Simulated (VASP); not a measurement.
# Al2O3 (P-3m1) in VASP: further runs, part 2 of 2

VASP 6.6.1.

## 3. Single point, PBE+D3(BJ)

This run uses another cell than the first one, of the same volume but with other edges.

INCAR

```
SYSTEM = Al2O3
PREC = Accurate
ENCUT = 520
EDIFF = 1E-6
ISMEAR = 0
SIGMA = 0.05
LREAL = .False.
LASPH = .True.
NELM = 60
ALGO = Normal
ISIF = 2
LWAVE = .False.
LCHARG = .False.
GGA = PE
IVDW = 12
NBANDS = 20
```

KPOINTS

```
Automatic mesh
0
Gamma
  12 12 4
  0 0 0
```

POSCAR

```
Al2O3
1.0
    3.0588230585      0.0000000000      0.0000000000
   -1.5294115292      2.6490184743      0.0000000000
    0.0000000000      0.0000000000      7.3712745933
Al O
2 3
Direct
    0.0000000000      0.0000000000      0.2779510000
    0.0000000000      0.0000000000      0.7220490000
    0.3333333333      0.6666666667      0.1994540000
    0.6666666667      0.3333333333      0.8005460000
    0.0000000000      0.0000000000      0.5000000000
```

Potentials or basis: VASP PAW PBE potentials, release 64 (Al, O).

Launch:

```bash
cat potpaw_PBE.64/Al/POTCAR potpaw_PBE.64/O/POTCAR > POTCAR
mpirun -np 1 vasp_std > vasp.out
```

OUTCAR:

```text
SYSTEM = Al2O3
   PREC = Accurate
   ENCUT = 520
   EDIFF = 1E-6
   ISMEAR = 0
   LREAL = .False.
   LASPH = .True.
   NELM = 60
   ISIF = 2
   GGA = PE
   IVDW = 12
 IVDW          = 12

 ion  position               nearest neighbor table
   1  0.000  0.000  0.278-   5 1.64   3 1.86   3 1.86   3 1.86   2 3.27
   2  0.000  0.000  0.722-   5 1.64   4 1.86   4 1.86   4 1.86   1 3.27
   3  0.333  0.667  0.199-   1 1.86   1 1.86   1 1.86
   4  0.667  0.333  0.801-   2 1.86   2 1.86   2 1.86
[... 761 lines left out ...]
  Direction    XX          YY          ZZ          XY          YZ          ZX
  --------------------------------------------------------------------------------------
  -------------------------------------------------------------------------------------
  Total      -3.01073    -3.01073     4.52582    -0.00000     0.00000    -0.00000
  in kB     -80.76075   -80.76075   121.40216    -0.00000     0.00000    -0.00000
  external pressure =      -13.37 kB  Pullay stress =        0.00 kB

 VOLUME and BASIS-vectors are now :
 -----------------------------------------------------------------------------
  energy-cutoff  :      520.00
  volume of cell :       59.73
      direct lattice vectors                 reciprocal lattice vectors
     3.058823058  0.000000000  0.000000000     0.326923127  0.188749156  0.000000000
    -1.529411529  2.649018474  0.000000000     0.000000000  0.377498311  0.000000000
     0.000000000  0.000000000  7.371274593     0.000000000  0.000000000  0.135661748

 POSITION                                       TOTAL-FORCE (eV/Angst)
 -----------------------------------------------------------------------------------
      0.00000      0.00000      2.04885        -0.000000      0.000000     -1.532877
      0.00000      0.00000      5.32242        -0.000000      0.000000      1.532877
     -0.00000      1.76601      1.47023        -0.000000      0.000000      0.084479
      1.52941      0.88301      5.90104         0.000000     -0.000000     -0.084479
      0.00000      0.00000      3.68564         0.000000      0.000000      0.000000
 -----------------------------------------------------------------------------------
    total drift:                                0.000000      0.000000     -0.000000

  FREE ENERGIE OF THE ION-ELECTRON SYSTEM (eV)
  ---------------------------------------------------
  free  energy   TOTEN  =       -36.9284671424 eV

  energy  without entropy=      -36.9284671424  energy(sigma->0) =      -36.92846714
```

It took 25 s on 1 thread of Intel Xeon 6975P-C (Granite Rapids), shared host; peak memory 0.22 GiB.

Results:

* Free energy: -36.9285 eV
* Pressure: -1.3 GPa
* Largest force: 1.533 eV/Å
* Band gap on the k mesh: 2.70 eV, direct
* Dispersion energy per atom: -0.168 eV

Forces in eV/Å, atoms in the order of the input:
```
Al   0.000  0.000 -1.533
Al   0.000  0.000  1.533
O    0.000  0.000  0.084
O    0.000  0.000 -0.084
O    0.000  0.000  0.000
```

Stress tensor (GPa, compression positive):
```
-8.08  0.00  0.00
 0.00 -8.08  0.00
 0.00  0.00 12.14
```

Caveat: forces of over 1 eV/Å act on the atoms, so gaps and moduli don't describe the material at rest.

## 4. Single point, PBE+D3(BJ)

This run uses another cell than the first one, of the same volume but with other edges.

INCAR

```
ALGO     = Normal         # electronic algorithm
EDIFF    = 1E-7           # SCF threshold, eV
ENCUT    = 520            # plane-wave cutoff, eV
GGA      = PE             # functional
ISIF     = 2              # what is computed and relaxed
ISMEAR   = 0              # smearing method
IVDW     = 12             # dispersion correction
LASPH    = T              # aspherical terms in the spheres
LCHARG   = T              # write CHGCAR
LELF     = T              # ELF
LREAL    = F              # projectors in reciprocal space
LVHAR    = T            
LWAVE    = F              # write WAVECAR
NBANDS   = 20             # bands
NELM     = 100            # most SCF steps
PREC     = Accurate       # precision mode
SIGMA    = 0.05           # smearing width, eV
```

KPOINTS

```
k-points
0
Gamma
  12 12 4
```

POSCAR, as its differences from that of step 3:

```diff
@@ -2,5 +2,5 @@
 1.0
-    3.0588230585      0.0000000000      0.0000000000
-   -1.5294115292      2.6490184743      0.0000000000
-    0.0000000000      0.0000000000      7.3712745933
+    2.9688049586      0.0000000000      0.0000000000
+   -1.4844024793      2.5710605130      0.0000000000
+    0.0000000000      0.0000000000      7.8250652405
 Al O
```

Launch:

```bash
cat potpaw_PBE.64/Al/POTCAR potpaw_PBE.64/O/POTCAR > POTCAR
mpirun -np 1 vasp_std > vasp.out
```

Wall time 30 s (1 thread of Intel Xeon 6975P-C (Granite Rapids), shared host); peak memory 0.22 GiB.

The run converged. Its results:

| Item | Value |
| --- | --- |
| Free energy | -36.9019 eV |
| Pressure | -3.6 GPa |
| Largest force | 1.663 eV/Å |
| Band gap on the k mesh | 1.76 eV, direct |
| Dispersion energy per atom | -0.167 eV |

Forces in eV/Å, atoms in the order of the input:
```
Al   0.000  0.000  1.663
Al   0.000  0.000 -1.663
O    0.000  0.000  0.088
O    0.000  0.000 -0.088
O    0.000  0.000  0.000
```

Stress tensor (GPa, compression positive):
```
  3.48   0.00   0.00
  0.00   3.48   0.00
  0.00   0.00 -17.80
```

Levels at points of the mesh, in eV from the valence-band top:
```csv
k point,band 10,band 11,band 12,band 13,band 14,band 15
"(0.00, 0.00, 0.00)",-3.03,0.00,0.00,1.76,3.78,6.70
"(0.50, 0.00, 0.00)",-3.87,-2.27,-0.54,3.96,5.52,7.74
"(0.00, 0.00, 0.50)",-3.64,0.00,0.00,2.69,2.81,7.56
"(0.50, 0.00, 0.50)",-3.79,-2.23,-0.54,4.32,5.05,7.42
```

Caveat: forces of over 1 eV/Å act on the atoms, so gaps and moduli don't describe the material at rest. A k mesh can miss the band edges.

## 5. Single point, PBE+D3(BJ)

This run uses another cell than the first one, of the same volume but with other edges.

INCAR

```
  PREC = Accurate
  ENCUT = 520
  EDIFF = 1E-7
  ISMEAR = 0
  SIGMA = 0.05
  LREAL = F
  LASPH = T
  NELM = 100
  ALGO = Normal
  ISIF = 2
  LWAVE = F
  LCHARG = T
  GGA = PE
  IVDW = 12
  LELF = T
  LVHAR = T
  NBANDS = 20
```

KPOINTS

```
regular mesh
0
Gamma
  12 12 4
```

POSCAR, as its differences from that of step 4:

```diff
@@ -2,5 +2,5 @@
 1.0
-    2.9688049586      0.0000000000      0.0000000000
-   -1.4844024793      2.5710605130      0.0000000000
-    0.0000000000      0.0000000000      7.8250652405
+    3.2504845347      0.0000000000      0.0000000000
+   -1.6252422673      2.8150021817      0.0000000000
+    0.0000000000      0.0000000000      6.5276234270
 Al O
```

Launch:

```bash
cat potpaw_PBE.64/Al/POTCAR potpaw_PBE.64/O/POTCAR > POTCAR
mpirun -np 1 vasp_std > vasp.out
```

Wall time 28 s (1 thread of Intel Xeon 6975P-C (Granite Rapids), shared host); peak memory 0.22 GiB.

The run converged. Its results:

```yaml
Free_energy: -33.6228 eV
Pressure: 18.5 GPa
Largest_force: 13.375 eV/Å
Band_gap_on_the_k_mesh: 2.93 eV, indirect (least direct gap 3.20 eV)
Dispersion_energy_per_atom: -0.169 eV
```

Forces on the atoms (eV/Å):
```
Al    0.000   0.000 -13.375
Al    0.000   0.000  13.375
O     0.000   0.000  -0.016
O     0.000   0.000   0.016
O     0.000   0.000   0.000
```

Stress tensor (GPa, compression positive):
```
-25.73   0.00   0.00
  0.00 -25.73   0.00
  0.00   0.00 106.90
```

Levels at points of the mesh, in eV from the valence-band top:
| k point | band 10 | band 11 | band 12 | band 13 | band 14 | band 15 |
| --- | --- | --- | --- | --- | --- | --- |
| (0.00, 0.00, 0.00) | -1.07 | -1.07 | -0.27 | 2.93 | 5.22 | 8.44 |
| (0.50, 0.00, 0.00) | -1.14 | -0.81 | -0.23 | 5.47 | 7.52 | 8.48 |
| (0.00, 0.00, 0.50) | -1.10 | -1.10 | -1.00 | 3.75 | 4.55 | 9.14 |
| (0.50, 0.00, 0.50) | -1.18 | -1.04 | 0.00 | 6.07 | 6.60 | 9.19 |

Caveat: forces of over 1 eV/Å act on the atoms, so gaps and moduli don't describe the material at rest. A k mesh can miss the band edges.

## 6. Single point, PBE+D3(BJ)

This run uses another cell than the first one, of the same volume but with other edges.

INCAR

```
ALGO     = Normal         # electronic algorithm
EDIFF    = 1E-6           # SCF threshold, eV
ENCUT    = 520            # plane-wave cutoff, eV
GGA      = PE             # functional
ISIF     = 2              # what is computed and relaxed
ISMEAR   = 0              # smearing method
IVDW     = 12             # dispersion correction
LASPH    = T              # aspherical terms in the spheres
LCHARG   = T              # write CHGCAR
LELF     = T              # ELF
LREAL    = F              # projectors in reciprocal space
LVHAR    = T            
LWAVE    = F              # write WAVECAR
NBANDS   = 20             # bands
NELM     = 60             # most SCF steps
PREC     = Accurate       # precision mode
SIGMA    = 0.05           # smearing width, eV
```

KPOINTS

```
k-points
0
Gamma
  12 12 4
```

POSCAR, as its differences from that of step 5:

```diff
@@ -2,5 +2,5 @@
 1.0
-    3.2504845347      0.0000000000      0.0000000000
-   -1.6252422673      2.8150021817      0.0000000000
-    0.0000000000      0.0000000000      6.5276234270
+    2.7647995427      0.0000000000      0.0000000000
+   -1.3823997714      2.3943866404      0.0000000000
+    0.0000000000      0.0000000000      9.0224399991
 Al O
```

Potentials or basis: VASP PAW PBE potentials, release 64 (Al, O).

Launch:

```bash
cat potpaw_PBE.64/Al/POTCAR potpaw_PBE.64/O/POTCAR > POTCAR
mpirun -np 1 vasp_std > vasp.out
```

Wall time 32 s (1 thread of Intel Xeon 6975P-C (Granite Rapids), shared host); peak memory 0.23 GiB.

The run converged. Its results:

```
Free energy                : -33.8061 eV
Pressure                   : 6.6 GPa
Largest force              : 4.865 eV/Å
Band gap on the k mesh     : zero (filled and empty bands touch)
Dispersion energy per atom : -0.166 eV
```

Forces in eV/Å, atoms in the order of the input:
```
Al   0.000  0.000  4.865
Al   0.000  0.000 -4.865
O    0.000  0.000 -0.225
O    0.000  0.000  0.225
O    0.000  0.000  0.000
```

Stress tensor (GPa, compression positive):
```
 35.38   0.00   0.00
  0.00  35.38   0.00
  0.00   0.00 -50.92
```

Levels at points of the mesh, in eV from the Fermi level:
```
           k point  band 9  band 10  band 11  band 12  band 13  band 14  band 15  band 16
(0.00, 0.00, 0.00)   -6.66    -5.22    -0.73    -0.01    -0.01     1.94     4.06     6.75
(0.50, 0.00, 0.00)   -6.88    -4.58    -3.79    -0.73     1.12     2.60     4.77     6.52
(0.00, 0.00, 0.50)   -6.66    -5.44    -0.23    -0.01    -0.01     1.25     4.93     5.51
(0.50, 0.00, 0.50)   -6.96    -4.57    -3.79    -0.73     1.25     2.43     4.54     7.03
```

Caveat: pairwise dispersion overbinds metals, which lowers pressure and volume; forces of over 1 eV/Å act on the atoms, so gaps and moduli don't describe the material at rest.

## 7. Overview

```csv
cell,gap on the mesh (eV),pressure (GPa),largest force (eV/Å)
"a = 2.923, b = 2.923, c = 8.072 Å, angles 90.0, 90.0, 120.0°, 5 atoms",1.22,-3.2,2.85
"a = 3.059, b = 3.059, c = 7.371 Å, angles 90.0, 90.0, 120.0°, 5 atoms",2.70,-1.3,1.53
"a = 2.969, b = 2.969, c = 7.825 Å, angles 90.0, 90.0, 120.0°, 5 atoms",1.76,-3.6,1.66
"a = 3.250, b = 3.250, c = 6.528 Å, angles 90.0, 90.0, 120.0°, 5 atoms",2.93,18.5,13.38
"a = 2.765, b = 2.765, c = 9.022 Å, angles 90.0, 90.0, 120.0°, 5 atoms",none,6.6,4.86
```

Alike in all rows: task single point; level PBE+D3(BJ); potentials or basis VASP PAW PBE potentials, release 64 (Al, O); no spin polarisation; k mesh 12 × 12 × 4; cutoff (eV) 520; smearing gaussian 0.05 eV.

Caveats: forces of over 1 eV/Å act on the atoms, so gaps and moduli don't describe the material at rest; pairwise dispersion overbinds metals, which lowers pressure and volume (some runs).

Total energies depend on the potentials used, so only differences within one code and one set of settings carry meaning.
